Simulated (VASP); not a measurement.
Here is a VASP 6.6.1 calculation.

The input INCAR:

```
SYSTEM = TiO2
  PREC = Accurate
  ENCUT = 1340
  EDIFF = 1E-6
  ISMEAR = 0
  SIGMA = 0.05
  LREAL = .False.
  LASPH = .True.
  NELM = 200
  ALGO = Normal
  ISIF = 2
  LWAVE = .False.
  LCHARG = .False.
  LMAXMIX = 4
  LDAU = .True.
  LDAUTYPE = 2
  LDAUL = 2 -1
  LDAUU = 4 0
  LDAUJ = 0 0
  LDAUPRINT = 1
  GGA = PE
  IVDW = 12
  NBANDS = 19
  GGA_COMPAT = .False.
```

KPOINTS

```
regular mesh
0
Gamma
  9 9 9
  0 0 0
```

File POSCAR:

```
TiO2
1.0
    1.3987500000      0.8075686890      5.9525666667
   -1.3987500000      0.8075686890      5.9525666667
    0.0000000000     -1.6151373781      5.9525666667
Ti O
1 2
Direct
    0.0000000000      0.0000000000      0.0000000000
    0.6017580785      0.6017580785      0.6017580785
    0.3982419215      0.3982419215      0.3982419215
```

Potentials or basis: VASP PAW PBE potentials, release 64 (Ti_sv, O_h).

Launch:

```console
$ cat potpaw_PBE.64/Ti_sv/POTCAR potpaw_PBE.64/O_h/POTCAR > POTCAR
$ mpirun -np 1 vasp_std > vasp.out
```

Q: What does it give for the band gap on the k mesh?

A: 2.47 eV (least direct gap 3.26 eV).

Q: Predict the dispersion energy per atom.

A: -0.186 eV.

Q: Predict the pressure.

A: 9.3 GPa.

Eigenvalues of the final occupation matrices:
| site | spin | trace | eigenvalues |
| --- | --- | --- | --- |
| site 1 d | 1 | 0.86 | 0.10 0.11 0.11 0.27 0.27 |
| site 1 d | 2 | 0.86 | 0.10 0.11 0.11 0.27 0.27 |

Caveat: the stress differs along the axes, from -20 to 24 GPa; forces of over 1 eV/Å act on the atoms, so gaps and moduli don't describe the material at rest. A k mesh can miss the band edges.
